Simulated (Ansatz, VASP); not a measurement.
Two plane-wave programs on Ti

File POSCAR:

```
Ti
1.0
    0.0000000000      1.9488000000      2.1112000000
    1.9488000000      0.0000000000      2.1112000000
    1.9488000000      1.9488000000      0.0000000000
Ti
1
Direct
    0.0000000000      0.0000000000      0.0000000000
```

Contents of INCAR.step1:

```
SYSTEM = Ti
  PREC = Accurate
  ENCUT = 520
  ISMEAR = 0
  SIGMA = 0.15
  LREAL = .FALSE.
  LASPH = .TRUE.
  NELM = 60
  NBANDS = 12
  GGA = PE
  ALGO = Normal
  EDIFF = 1E-4
  LWAVE = .TRUE.
  LCHARG = .FALSE.
```

File INCAR.step2:

```
SYSTEM = Ti
  PREC = Accurate
  ENCUT = 520
  EDIFF = 1E-6
  ISMEAR = 0
  SIGMA = 0.15
  LREAL = .FALSE.
  LASPH = .TRUE.
  NELM = 60
  ALGO = Normal
  ISIF = 2
  LWAVE = .FALSE.
  LCHARG = .TRUE.
  METAGGA = R2SCAN
  LMIXTAU = .TRUE.
  LELF = .TRUE.
  LVHAR = .TRUE.
  NBANDS = 12
  ISTART = 1
```

The input KPOINTS:

```
regular mesh
0
G
  20 20 20
  0 0 0
```

Input for Ansatz:

```yaml
crystal:
  lattice:
    - [0.0, 1.9488, 2.1112]
    - [1.9488, 0.0, 2.1112]
    - [1.9488, 1.9488, 0.0]
  atoms:
    - { symbol: Ti, position: [0.0, 0.0, 0.0] }
basis:
  ecutwfc: 500
kpoints:
  mp_grid: { grid: [20, 20, 20] }
hamiltonian:
  xc: r2scan
scf:
  occupations: { method: gaussian, width: 0.15 }
output:
  forces: true
  stress: true
  eigenvalues: true
```

Change from the starting cell: strain -0.040 along x and y, +0.040 along z, atoms carried along.

Alike in both runs: task single point; functional r2SCAN; k mesh 20 × 20 × 20; occupations gaussian, width 0.15 eV; no spin polarisation.

|  | VASP | Ansatz |
| --- | --- | --- |
| version | VASP 6.6.1 | Ansatz 0.2.0 |
| potentials or method | VASP PAW PBE potentials, release 64 (Ti_sv), cutoff 520 eV | scalar-relativistic, plane waves, PAW |
| valence electrons in the cell | 12 | 12 |

|  | VASP | Ansatz | Ansatz less VASP |
| --- | --- | --- | --- |
| gap on the k mesh at the Fermi level (eV) | none | none | - |
| pressure (GPa) | 10.4 | 9.9 | -0.43 |
| traceless stress, the component that is largest in VASP (GPa) | -1.43 | -1.39 | +0.038 |

VASP's potentials were made for PBE, not for r2SCAN. A gap of «none» marks a metal or a gap that the smearing closes.
